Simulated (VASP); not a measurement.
# Mo2C3 (Pm-3m) in VASP: single point with PBE

Aim: the single point of Mo2C3 with PBE.

All numbers are computed with VASP 6.6.1; they aren't measurements. Logs are shortened: lines on timing, memory, paths and dates and some standing lists are left out, and cuts for length are marked.

## Step 1: The cell of the first run

Symmetry: Pm-3m, No. 221, cubic system. The conventional cell has a = 3.987 Å, b = 3.987 Å, c = 3.987 Å, α = 90.00°, β = 90.00°, γ = 90.00°. Mo (site symmetry m-3m) has 6 C at 1.99 Å within 2.6 Å. Within 3.7 Å of Mo (site symmetry m-3m) lie 12 C at 2.82 Å and 8 Mo at 3.45 Å. C (site symmetry 4/mmm) has 2 Mo at 1.99 Å within 2.6 Å.

The cell was generated, and may not be a known phase.

## Step 2: Single point, PBE, collinear spin

INCAR

```
SYSTEM = Mo2C3
  PREC = Accurate
  ENCUT = 520
  EDIFF = 1E-6
  ISMEAR = 0
  SIGMA = 0.1
  LREAL = .False.
  LASPH = .True.
  NELM = 150
  ALGO = Normal
  ISIF = 2
  LWAVE = .False.
  LCHARG = .False.
  ISPIN = 2
  MAGMOM = 0 1.85 0 0 0
  LORBIT = 11
  LMAXMIX = 4
  GGA = PE
  NBANDS = 32
```

KPOINTS

```
Automatic mesh
0
Gamma
  10 10 10
  0 0 0
```

POSCAR

```
Mo2C3
1.0
    3.9869801590      0.0000000000      0.0000000000
    0.0000000000      3.9869801590      0.0000000000
    0.0000000000      0.0000000000      3.9869801590
Mo C
2 3
Direct
    0.5000000000      0.5000000000      0.5000000000
    0.0000000000      0.0000000000      0.0000000000
    0.0000000000      0.5000000000      0.5000000000
    0.5000000000      0.0000000000      0.5000000000
    0.5000000000      0.5000000000      0.0000000000
```

Potentials or basis: VASP PAW PBE potentials, release 64 (Mo_sv, C).

On the command line:

```bash
$ cat potpaw_PBE.64/Mo_sv/POTCAR potpaw_PBE.64/C/POTCAR > POTCAR
$ mpirun -np 1 vasp_std > vasp.out
```

OUTCAR:

```text
SYSTEM = Mo2C3
   PREC = Accurate
   ENCUT = 520
   EDIFF = 1E-6
   ISMEAR = 0
   LREAL = .False.
   LASPH = .True.
   NELM = 150
   ISIF = 2
   ISPIN = 2
   LORBIT = 11
   GGA = PE

 ion  position               nearest neighbor table
   1  0.500  0.500  0.500-   3 1.99   4 1.99   5 1.99   5 1.99   4 1.99   3 1.99   2 3.45   2 3.45
                             2 3.45   2 3.45   2 3.45   2 3.45   2 3.45   2 3.45
   2  0.000  0.000  0.000-   1 3.45   1 3.45   1 3.45   1 3.45   1 3.45   1 3.45   1 3.45   1 3.45

   3  0.000  0.500  0.500-   1 1.99   1 1.99
   4  0.500  0.000  0.500-   1 1.99   1 1.99
   5  0.500  0.500  0.000-   1 1.99   1 1.99

  LATTYP: Found a simple cubic cell.
 ALAT       =     3.9869801590

  Lattice vectors:

 A1 = (   3.9869801590,   0.0000000000,   0.0000000000)
 A2 = (   0.0000000000,   3.9869801590,   0.0000000000)
 A3 = (   0.0000000000,   0.0000000000,   3.9869801590)

Analysis of symmetry for initial positions (statically):
=====================================================================
 Subroutine PRICEL returns:
 Original cell was already a primitive cell.

 Routine SETGRP: Setting up the symmetry group for a
 simple cubic supercell.

 Subroutine GETGRP returns: Found 48 space group operations
 (whereof 48 operations were pure point group operations)
 out of a pool of 48 trial point group operations.

The static configuration has the point symmetry O_h .

Analysis of symmetry for dynamics (positions and initial velocities):
=====================================================================
 Subroutine PRICEL returns:
 Original cell was already a primitive cell.

 Routine SETGRP: Setting up the symmetry group for a
 simple cubic supercell.

 Subroutine GETGRP returns: Found 48 space group operations
 (whereof 48 operations were pure point group operations)
 out of a pool of 48 trial point group operations.

The dynamic configuration has the point symmetry O_h .

Analysis of structural, dynamic, and magnetic symmetry:
=====================================================================
 Subroutine PRICEL returns:
 Original cell was already a primitive cell.

 Routine SETGRP: Setting up the symmetry group for a
 simple cubic supercell.

 Subroutine GETGRP returns: Found 48 space group operations
 (whereof 48 operations were pure point group operations)
 out of a pool of 48 trial point group operations.

The overall configuration has the point symmetry O_h .

 Subroutine INISYM returns: Found 48 space group operations
 (whereof 48 operations are pure point group operations),
 and found     1 'primitive' translations

----------------------------------------------------------------------------------------

                                     Primitive cell

  volume of cell :      63.3771

  direct lattice vectors                    reciprocal lattice vectors
     3.986980159  0.000000000  0.000000000     0.250816397  0.000000000  0.000000000
     0.000000000  3.986980159  0.000000000     0.000000000  0.250816397  0.000000000
     0.000000000  0.000000000  3.986980159     0.000000000  0.000000000  0.250816397

  length of vectors
     3.986980159  3.986980159  3.986980159     0.250816397  0.250816397  0.250816397

  position of ions in fractional coordinates (direct lattice)
     0.500000000  0.500000000  0.500000000
     0.000000000  0.000000000  0.000000000
     0.000000000  0.500000000  0.500000000
     0.500000000  0.000000000  0.500000000
     0.500000000  0.500000000  0.000000000

  ion indices of the primitive-cell ions
   primitive index   ion index
                 1           1
                 2           2
                 3           3
                 4           4
                 5           5

----------------------------------------------------------------------------------------

 KPOINTS: Automatic mesh

Automatic generation of k-mesh.
 Grid dimensions read from file:
 generate k-points for:   10   10   10

 Generating k-lattice:

  Cartesian coordinates                     Fractional coordinates (reciprocal lattice)
     0.025081640  0.000000000  0.000000000     0.100000000  0.000000000  0.000000000
     0.000000000  0.025081640  0.000000000     0.000000000  0.100000000  0.000000000
     0.000000000  0.000000000  0.025081640     0.000000000  0.000000000  0.100000000

  Length of vectors
     0.025081640  0.025081640  0.025081640

  Shift w.r.t. Gamma in fractional coordinates (k-lattice)
     0.000000000  0.000000000  0.000000000

 Subroutine IBZKPT returns following result:
 ===========================================

 Found     56 irreducible k-points:

 Following reciprocal coordinates:
            Coordinates               Weight
  0.000000  0.000000  0.000000      1.000000
  0.100000  0.000000  0.000000      6.000000
  0.200000  0.000000  0.000000      6.000000
  0.300000  0.000000  0.000000      6.000000
  0.400000  0.000000  0.000000      6.000000
  0.500000  0.000000  0.000000      3.000000
[... 16 lines left out ...]
  0.200000  0.100000  0.100000     24.000000
  0.300000  0.100000  0.100000     24.000000
 [... further k-points ...]
   k-points           NKPTS =     56   k-points in BZ     NKDIM =     56   number of bands    NBANDS=     32
   number of dos      NEDOS =    301   number of ions     NIONS =      5
   total plane-waves  NPLWV =  27000
   dimension x,y,z NGX =    30 NGY =   30 NGZ =   30
   dimension x,y,z NGXF=    60 NGYF=   60 NGZF=   60
   ions per type =               2   3
   NGX,Y,Z   is equivalent  to a cutoff of  12.51, 12.51, 12.51 a.u.
   NGXF,Y,Z  is equivalent  to a cutoff of  25.02, 25.02, 25.02 a.u.
 SYSTEM =  Mo2C3
   PREC   = accura    normal or accurate (medium, high low for compatibility)
   ISTART =      0    job   : 0-new  1-cont  2-samecut
   ICHARG =      2    charge: 1-file 2-atom 10-const
   ISPIN  =      2    spin polarized calculation?
   LNONCOLLINEAR =      F non collinear calculations
   LSORBIT =      F    spin-orbit coupling
   LASPH  =      T    aspherical Exc in radial PAW
   ENCUT  =  520.0 eV  38.22 Ry    6.18 a.u.   7.41  7.41  7.41*2*pi/ulx,y,z
   NELM   =    150;   NELMIN=  2; NELMDL= -5     # of ELM steps
   EDIFF  = 0.1E-05   stopping-criterion for ELM
   LREAL  =      F    real-space projection
   EDIFFG = 0.1E-04   stopping-criterion for IOM
   NSW    =      0    number of steps for IOM
   IBRION =     -1    ionic relax: 0-MD 1-quasi-New 2-CG
   NFREE  =      0    steps in history (QN), initial steepest desc. (CG)
   ISIF   =      2    stress and relaxation
   ISYM   =      2    0-nonsym 1-usesym 2-fastsym
   POTIM  = 0.5000    time-step for ionic-motion
   TEBEG  =    0.0;   TEEND  =   0.0 temperature during run
   PSTRESS=    0.0 pullay stress
   NELECT =      40.0000    total number of electrons
   NUPDOWN=      -1.0000    fix difference up-down
   EMIN   =  10.00;   EMAX   =-10.00  energy-range for DOS
   EFERMI =   0.00;   METHOD = LEGACY
   ISMEAR =     0;   SIGMA  =   0.10  broadening in eV -4-tet -1-fermi 0-gaus
   EFERMI_NEDOS =   21; number of points for ismear=-14 and -15
   IALGO  =     38    algorithm
   IMIX   =      4    mixing-type and parameters
     AMIX     =   0.40;   BMIX     =  1.00
     AMIX_MAG =   1.60;   BMIX_MAG =  1.00
  volume/ion in A,a.u.               =      12.68        85.54
  Fermi-wavevector in a.u.,A,eV,Ry     =   1.404270  2.653686 26.830355  1.971975
  Thomas-Fermi vector in A             =   2.526849
   LORBIT       =     11    0 simple, 1 ext, 2 COOP (PROOUT), +10 PAW based schemes
   GGA     = PE    functional components
   LHFCALC =     F    Hartree Fock is set to
   AEXX    =    0.0000 exact exchange contribution
   IVDW    =     0    specifies the selected vdW correction
   LEPSILON=     F    determine dielectric tensor
   LRPA    =     F    only Hartree local field effects (RPA)
 spin polarized calculation
 Gauss-broadening in eV      SIGMA  =   0.10
  energy-cutoff  :      520.00
  volume of cell :       63.38
 maximum number of plane-waves:      1743
 NGX is ok and might be reduce to    30
   NGX = 15   NGY = 15   NGZ = 15

 number of electron      40.0000014 magnetization       0.0014523

 number of electron      40.0000014 magnetization      -0.0004766

 Free energy of the ion-electron system (eV)
  ---------------------------------------------------
  ext. energy  EPLUGINS =         0.00000000
  ---------------------------------------------------
  free energy    TOTEN  =       -38.82657316 eV

  energy without entropy =      -38.78770773  energy(sigma->0) =      -38.80714044

 E-fermi :   7.8408     XC(G=0): -11.8820

 val. band max:        7.8394423932   @ k =   0.3000   0.3000   0.1000
 cond. band min:       7.8451826878   @ k =   0.2000   0.2000   0.1000
 fundamental gap:      0.0057402945
 Fermi energy:         7.8407712396

 spin component 1

 k-point     1 :       0.0000    0.0000    0.0000
  band No.  band energies     occupation
      1     -53.9446      1.00000
      2     -53.1832      1.00000
      3     -27.9397      1.00000
      4     -27.9397      1.00000
      5     -27.9397      1.00000
      6     -27.4374      1.00000
[... 24 lines left out ...]
     31      13.3000      0.00000
     32      20.2294      0.00000

 k-point     2 :       0.1000    0.0000    0.0000
  band No.  band energies     occupation
      1     -53.9446      1.00000
      2     -53.1832      1.00000
      3     -27.9408      1.00000
      4     -27.9390      1.00000
      5     -27.9390      1.00000
      6     -27.4400      1.00000
[... 24 lines left out ...]
     31      13.9057      0.00000
     32      19.6566      0.00000
[... 733 lines left out ...]
     31      15.2950      0.00000
     32      18.6279      0.00000

 k-point    24 :       0.3000    0.1000    0.1000
  band No.  band energies     occupation
      1     -53.9440      1.00000
      2     -53.1832      1.00000
      3     -27.9485      1.00000
      4     -27.9367      1.00000
      5     -27.9365      1.00000
      6     -27.4543      1.00000
[... 24 lines left out ...]
     31      16.0606      0.00000
     32      17.7910      0.00000

 [... further k-points ...]

 spin component 2

 k-point     1 :       0.0000    0.0000    0.0000
  band No.  band energies     occupation
      1     -53.9450      1.00000
      2     -53.1832      1.00000
      3     -27.9402      1.00000
      4     -27.9402      1.00000
      5     -27.9402      1.00000
      6     -27.4374      1.00000
[... 24 lines left out ...]
     31      13.3000      0.00000
     32      20.2293      0.00000

 k-point     2 :       0.1000    0.0000    0.0000
  band No.  band energies     occupation
      1     -53.9449      1.00000
      2     -53.1832      1.00000
      3     -27.9413      1.00000
      4     -27.9395      1.00000
      5     -27.9395      1.00000
      6     -27.4401      1.00000
[... 24 lines left out ...]
     31      13.9057      0.00000
     32      19.6564      0.00000
[... 733 lines left out ...]
     31      15.2949      0.00000
     32      18.6278      0.00000

 k-point    24 :       0.3000    0.1000    0.1000
  band No.  band energies     occupation
      1     -53.9444      1.00000
      2     -53.1832      1.00000
      3     -27.9489      1.00000
      4     -27.9371      1.00000
      5     -27.9369      1.00000
      6     -27.4544      1.00000
[... 24 lines left out ...]
     31      16.0606      0.00000
     32      17.7909      0.00000

 [... further k-points ...]

------------------------ aborting loop because EDIFF is reached ----------------------------------------

  FORCE on cell =-STRESS in cart. coord.  units (eV):
  Direction    XX          YY          ZZ          XY          YZ          ZX
  --------------------------------------------------------------------------------------
  -------------------------------------------------------------------------------------
  Total       -1.4808541     -1.4808541     -1.4808541      0.0000000     -0.0000000      0.0000000
  in kB      -37.4361028    -37.4361028    -37.4361028      0.0000000     -0.0000000      0.0000000
  external PRESSURE =     -37.4361028 kB  Pullay stress =       0.0000000 kB

 VOLUME and BASIS-vectors are now :
 -----------------------------------------------------------------------------
  energy-cutoff  :      520.00
  volume of cell :       63.38
      direct lattice vectors                 reciprocal lattice vectors
     3.986980159  0.000000000  0.000000000     0.250816397  0.000000000  0.000000000
     0.000000000  3.986980159  0.000000000     0.000000000  0.250816397  0.000000000
     0.000000000  0.000000000  3.986980159     0.000000000  0.000000000  0.250816397

 POSITION                                       TOTAL-FORCE (eV/Angst)
 -----------------------------------------------------------------------------------
      1.99349      1.99349      1.99349         0.000000      0.000000      0.000000
      0.00000      0.00000      0.00000         0.000000      0.000000      0.000000
      0.00000      1.99349      1.99349         0.000000      0.000000      0.000000
      1.99349      0.00000      1.99349         0.000000      0.000000      0.000000
      1.99349      1.99349      0.00000         0.000000      0.000000      0.000000
 -----------------------------------------------------------------------------------
    total drift:                                0.000000      0.000000     -0.000000

  FREE ENERGIE OF THE ION-ELECTRON SYSTEM (eV)
  ---------------------------------------------------
  free  energy   TOTEN  =       -38.8265731561 eV

  energy  without entropy=      -38.7877077285  energy(sigma->0) =      -38.80714044

 total charge

# of ion       s       p       d       tot
------------------------------------------
    1        2.450   6.389   4.140  12.979
    2        2.146   6.037   3.614  11.797
    3        0.963   1.325   0.000   2.288
    4        0.963   1.325   0.000   2.288
    5        0.963   1.325   0.000   2.288
--------------------------------------------------
tot          7.485  16.401   7.754  31.641

 magnetization (x)

# of ion       s       p       d       tot
------------------------------------------
    1       -0.000  -0.000  -0.000  -0.000
    2       -0.000  -0.000  -0.001  -0.001
    3       -0.000   0.000   0.000   0.000
    4       -0.000   0.000   0.000   0.000
    5       -0.000   0.000   0.000   0.000
--------------------------------------------------
tot         -0.000   0.000  -0.001  -0.002
```

It took 2 min on 1 thread of Intel Xeon 6975P-C (Granite Rapids), shared host; peak memory 0.29 GiB.

What came out:

| Quantity | Value |
| --- | --- |
| Free energy | -38.8266 eV |
| Pressure | -3.7 GPa |
| Band gap on the k mesh | zero (filled and empty bands overlap) |
| Net moment | 0.00 μB per cell |
| Valence electrons inside the program's atomic spheres | Mo 12.98, 11.80; C 2.29 |

Caveat: the cell stands under tension.
